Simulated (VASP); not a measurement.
Set up this calculation in VASP 6.6.1, as the native input.

```
Task                   : single point
Functional             : PBEsol
Potentials or basis    : VASP PAW PBE potentials, release 64 (Ta_pv, N)
Cutoff                 : 520 eV
k mesh                 : 18 × 18 × 18
Occupations            : gaussian, width 0.15 eV
Spin                   : no spin polarisation
Dipole correction      : no
Further INCAR settings : ALGO = Normal; EDIFF = 1e-07; NBANDS = 15
```

The structure of TaN lies in POSCAR:

```
TaN
1.0
    0.0000000000      2.1790000000      2.3533200000
    2.1790000000      0.0000000000      2.3533200000
    2.1790000000      2.1790000000      0.0000000000
Ta N
1 1
Direct
    0.5000000000      0.5000000000      0.5000000000
    0.0000000000      0.0000000000      0.0000000000
```

This cell differs from its parent crystal: strain +0.000 along x and y, +0.080 along z.

The input as run:

INCAR

```
PREC = Accurate ; ENCUT = 520
EDIFF = 1E-7 ; ISMEAR = 0
SIGMA = 0.15 ; LREAL = False
LASPH = True ; NELM = 60
ALGO = Normal ; ISIF = 2
LWAVE = False ; LCHARG = False
GGA = PS ; NBANDS = 15
```

KPOINTS

```
Automatic mesh
0
Gamma
  18 18 18
```

Potentials or basis: VASP PAW PBE potentials, release 64 (Ta_pv, N).

Run with:

```console
$ cat potpaw_PBE.64/Ta_pv/POTCAR potpaw_PBE.64/N/POTCAR > POTCAR
$ mpirun -np 1 vasp_std > vasp.out
```

Results of the run:

The pressure is -14.8 GPa. The band gap on the k mesh is zero (band 8 reaches 10.45 eV, above the bottom of band 9 at 7.01 eV).

Caveat: the cell differs from its parent crystal (strain +0.000 along x and y, +0.080 along z); the PAW data sets were made with another functional, which shifts forces and pressure a little; spin-orbit coupling is left out, which moves the levels of the heavy elements.

Wall time 2.8 min on 1 thread of Intel Xeon 8259CL, with other jobs on the host, peak memory 0.28 GiB.
